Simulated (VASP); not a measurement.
# MgCd2O3 (P-3m1) in VASP: a series of runs, part 2 of 2

VASP 6.6.1.

**5. Single point, PBE**

This run uses another cell than the first one, of 12.25 Å³/atom.

The input, INCAR:

```
SYSTEM = MgCd2O3
PREC = Accurate ; ENCUT = 520
EDIFF = 1E-7 ; ISMEAR = 0
SIGMA = 0.02 ; LREAL = .False.
LASPH = .True. ; NELM = 80
ALGO = Normal ; ISIF = 2
LWAVE = .False. ; LCHARG = .True.
GGA = PE ; LELF = .True.
LVHAR = .True. ; NBANDS = 31
```

The input, KPOINTS:

```
Automatic mesh
0
Gamma
  12 12 4
  0 0 0
```

The input, POSCAR:

```
MgCd2O3
1.0
    3.2385399515      0.0000000000      0.0000000000
   -1.6192699758      2.8046578692      0.0000000000
    0.0000000000      0.0000000000      8.0896072522
Mg Cd O
1 2 3
Direct
    0.0000000000      0.0000000000      0.5000000000
    0.6666666667      0.3333333333      0.8232435534
    0.3333333333      0.6666666667      0.1767564466
    0.3333333333      0.6666666667      0.6413403241
    0.6666666667      0.3333333333      0.3586596759
    0.0000000000      0.0000000000      0.0000000000
```

Potentials or basis: VASP PAW PBE potentials, release 64 (Mg, Cd, O).

Started as:

```
$ cat potpaw_PBE.64/Mg/POTCAR potpaw_PBE.64/Cd/POTCAR potpaw_PBE.64/O/POTCAR > POTCAR
$ mpirun -np 1 vasp_std > vasp.out
```

OUTCAR:

```text
SYSTEM = MgCd2O3
   PREC = Accurate
   ENCUT = 520
   EDIFF = 1E-7
   ISMEAR = 0
   LREAL = .False.
   LASPH = .True.
   NELM = 80
   ISIF = 2
   GGA = PE

 ion  position               nearest neighbor table
   1  0.000  0.000  0.500-   4 2.19   5 2.19   5 2.19   4 2.19   5 2.19   4 2.19   2 3.21   3 3.21
                             3 3.21   2 3.21   2 3.21   3 3.21
   2  0.667  0.333  0.823-   6 2.35   6 2.35   6 2.35   4 2.38   4 2.38   4 2.38   1 3.21   1 3.21
                             1 3.21   3 3.42   3 3.42   3 3.42
   3  0.333  0.667  0.177-   6 2.35   6 2.35   6 2.35   5 2.38   5 2.38   5 2.38   1 3.21   1 3.21
                             1 3.21   2 3.42   2 3.42   2 3.42
   4  0.333  0.667  0.641-   1 2.19   1 2.19   1 2.19   2 2.38   2 2.38   2 2.38
   5  0.667  0.333  0.359-   1 2.19   1 2.19   1 2.19   3 2.38   3 2.38   3 2.38
   6  0.000  0.000  0.000-   2 2.35   3 2.35   2 2.35   3 2.35   2 2.35   3 2.35

  LATTYP: Found a hexagonal cell.
 ALAT       =     3.2385399515
 C/A-ratio  =     2.4979180042

  Lattice vectors:

 A1 = (   3.2385399515,   0.0000000000,   0.0000000000)
 A2 = (  -1.6192699758,   2.8046578692,   0.0000000000)
 A3 = (   0.0000000000,   0.0000000000,   8.0896072522)

Analysis of symmetry for initial positions (statically):
[... 191 lines left out ...]
      2     -14.5699      2.00000
      3     -14.1925      2.00000
      4      -5.1381      2.00000
      5      -4.8507      2.00000
      6      -4.8507      2.00000
[... 805 lines left out ...]
     30      15.2085      0.00000
     31      15.6082      0.00000

 [... further k-points ...]

------------------------ aborting loop because EDIFF is reached ----------------------------------------

  FORCE on cell =-STRESS in cart. coord.  units (eV):
  Direction    XX          YY          ZZ          XY          YZ          ZX
  --------------------------------------------------------------------------------------
  -------------------------------------------------------------------------------------
  Total        0.3251569      0.3251569      0.4140962     -0.0000000      0.0000000      0.0000000
  in kB        7.0900123      7.0900123      9.0293250     -0.0000000      0.0000000      0.0000000
  external PRESSURE =       7.7364498 kB  Pullay stress =       0.0000000 kB

 VOLUME and BASIS-vectors are now :
 -----------------------------------------------------------------------------
  energy-cutoff  :      520.00
  volume of cell :       73.48
      direct lattice vectors                 reciprocal lattice vectors
     3.238539951  0.000000000  0.000000000     0.308781122  0.178274864  0.000000000
    -1.619269976  2.804657869  0.000000000     0.000000000  0.356549728  0.000000000
     0.000000000  0.000000000  8.089607252     0.000000000  0.000000000  0.123615396

 POSITION                                       TOTAL-FORCE (eV/Angst)
 -----------------------------------------------------------------------------------
      0.00000      0.00000      4.04480         0.000000      0.000000      0.000000
      1.61927      0.93489      6.65972         0.000000      0.000000     -0.019236
     -0.00000      1.86977      1.42989        -0.000000     -0.000000      0.019236
     -0.00000      1.86977      5.18819         0.000000      0.000000     -0.095272
      1.61927      0.93489      2.90142        -0.000000      0.000000      0.095272
      0.00000      0.00000      0.00000         0.000000      0.000000      0.000000
 -----------------------------------------------------------------------------------
    total drift:                                0.000000     -0.000000      0.000000

  FREE ENERGIE OF THE ION-ELECTRON SYSTEM (eV)
  ---------------------------------------------------
  free  energy   TOTEN  =       -27.0665309963 eV

  energy  without entropy=      -27.0665309963  energy(sigma->0) =      -27.06653100
```

stdout:

```text
POSCAR found type information on POSCAR MgCdO
 POSCAR found :  3 types and       6 ions
 scaLAPACK will be used
 LDA part: xc-table for (Slater+PW92), standard interpolation
 POSCAR, INCAR and KPOINTS ok, starting setup
 FFT: planning ... GRIDC
 FFT: planning ... GRID_SOFT
 FFT: planning ... GRID
 WAVECAR not read
 entering main loop
```

Wall time 77 s (1 thread of Intel Xeon 6975P-C (Granite Rapids), shared host); peak memory 0.27 GiB.

Results:

| Property | Result |
| --- | --- |
| Free energy | -27.0665 eV |
| Pressure | 0.8 GPa |
| Largest force | 0.095 eV/Å |
| Band gap on the k mesh | 0.58 eV |

Forces on the atoms (eV/Å):
```
Mg   0.000  0.000  0.000
Cd   0.000  0.000 -0.019
Cd   0.000  0.000  0.019
O    0.000  0.000 -0.095
O    0.000  0.000  0.095
O    0.000  0.000  0.000
```

**6. Single point, LDA**

This run uses another cell than the first one, of 12.25 Å³/atom.

The input, INCAR:

```
PREC = Accurate
ENCUT = 520
EDIFF = 1E-6
ISMEAR = 0
SIGMA = 0.02
LREAL = F
LASPH = T
NELM = 100
ALGO = Normal
ISIF = 2
LWAVE = F
LCHARG = F
GGA = CA
NBANDS = 31
```

The input, KPOINTS:

```
regular mesh
0
Gamma
  12 12 4
```

POSCAR is that of step 5.

Potentials or basis: VASP PAW LDA potentials, release 64 (Mg, Cd, O).

Started as:

```
$ cat potpaw_LDA.64/Mg/POTCAR potpaw_LDA.64/Cd/POTCAR potpaw_LDA.64/O/POTCAR > POTCAR
$ mpirun -np 1 vasp_std > vasp.out
```

Wall time 53 s (1 thread of Intel Xeon 6975P-C (Granite Rapids), shared host); peak memory 0.25 GiB.

Results (log left out):

```yaml
Free_energy: -31.7134 eV
Pressure: -10.3 GPa
Largest_force: 0.079 eV/Å
Band_gap_on_the_k_mesh: 0.51 eV
```

Forces in eV/Å, atoms in the order of the input:
```
Mg   0.000  0.000  0.000
Cd   0.000  0.000 -0.013
Cd   0.000  0.000  0.013
O    0.000  0.000  0.079
O    0.000  0.000 -0.079
O    0.000  0.000  0.000
```

Stress tensor (GPa, compression positive):
```
-10.19   0.00   0.00
  0.00 -10.19   0.00
  0.00   0.00 -10.52
```

Levels at points of the mesh, in eV from the valence-band top:
```
           k point  band 18  band 19  band 20  band 21  band 22  band 23  band 24  band 25  band 26  band 27
(0.00, 0.00, 0.00)    -0.82    -0.81    -0.81     0.00     0.00     0.51     4.22     4.66     8.63    10.60
(0.50, 0.00, 0.00)    -1.88    -1.23    -0.82    -0.67    -0.35     4.40     5.42     6.12     7.21     9.56
(0.00, 0.00, 0.50)    -1.07    -0.43    -0.43    -0.13    -0.13     1.94     2.74     5.30     8.38    12.37
(0.50, 0.00, 0.50)    -1.70    -1.57    -1.36    -0.11     0.00     4.65     4.87     6.02     7.53     9.29
```

Caveat: the cell stands under tension.

**7. Summary**

| task | level | potentials or basis | spin | cell | k mesh | cutoff (eV) | smearing | gap on the mesh (eV) | pressure (GPa) | largest force (eV/Å) |
| --- | --- | --- | --- | --- | --- | --- | --- | --- | --- | --- |
| relaxation of cell and atoms | PBE | VASP PAW PBE potentials, release 64 (Mg, Cd, O) | off | relaxed from a = 3.516, b = 3.516, c = 8.612 Å, angles 90.0, 90.0, 120.0°, 6 atoms, atomic positions A | 6 × 6 × 2 | 600 | gaussian 0.1 eV | 0.57 | 0.0 | 0.02 |
| single point | PBE | VASP PAW PBE potentials, release 64 (Mg, Cd, O) | collinear, ferromagnetic start | a = 3.516, b = 3.516, c = 8.612 Å, angles 90.0, 90.0, 120.0°, 6 atoms, atomic positions A | 6 × 6 × 2 | 520 | gaussian 0.1 eV | none | -16.3 | 1.00 |
| single point | PBE | VASP PAW PBE potentials, release 64 (Mg, Cd, O) | off | a = 3.239, b = 3.239, c = 8.090 Å, angles 90.0, 90.0, 120.0°, 6 atoms, atomic positions B | 12 × 12 × 4 | 520 | gaussian 0.02 eV | 0.58 | 0.8 | 0.10 |
| single point | LDA | VASP PAW LDA potentials, release 64 (Mg, Cd, O) | off | a = 3.239, b = 3.239, c = 8.090 Å, angles 90.0, 90.0, 120.0°, 6 atoms, atomic positions B | 12 × 12 × 4 | 520 | gaussian 0.02 eV | 0.51 | -10.3 | 0.08 |

Caveats: some runs use coarse meshes; the volume moved by over 15 % at a fixed basis, so the end points are rough (at least some runs); semilocal functionals underestimate gaps, so a narrow gap can read as zero (at least some runs); the cell stands under tension (at least some runs).

Total energies depend on the potentials used, so only differences within one code and one set of settings carry meaning.
